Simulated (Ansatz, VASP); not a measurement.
## Zr: VASP beside Ansatz

```
CELL_PARAMETERS angstrom
0.00000 2.69288 5.44987
1.60615 0.00000 5.44987
1.60615 2.69288 0.00000
ATOMIC_POSITIONS crystal
Zr 0.13455 0.13455 0.86545
Zr 0.86545 0.86545 0.13455
```

Alike in both runs: functional PBE; k mesh 20 × 20 × 20; occupations gaussian, width 0.1 eV; no spin polarisation.

Ansatz relaxed the structure, and its values are those at the end. VASP's run is a single point on that final structure, the one shown.

```csv
,VASP,Ansatz
version,VASP 6.6.1,Ansatz 0.2.0
potentials or method,"VASP PAW PBE potentials, release 64 (Zr_sv), cutoff 500 eV","scalar-relativistic, plane waves, PAW"
valence electrons in the cell,24,24
```

Ansatz gave:

```
gap on the k mesh at the Fermi level (eV) : none
pressure (GPa)                            : 0.0
```

Problem. Which values does VASP return?

Solution. gap on the k mesh at the Fermi level (eV): none; pressure (GPa): 0.1.

A gap of «none» marks a metal or a gap that the smearing closes.
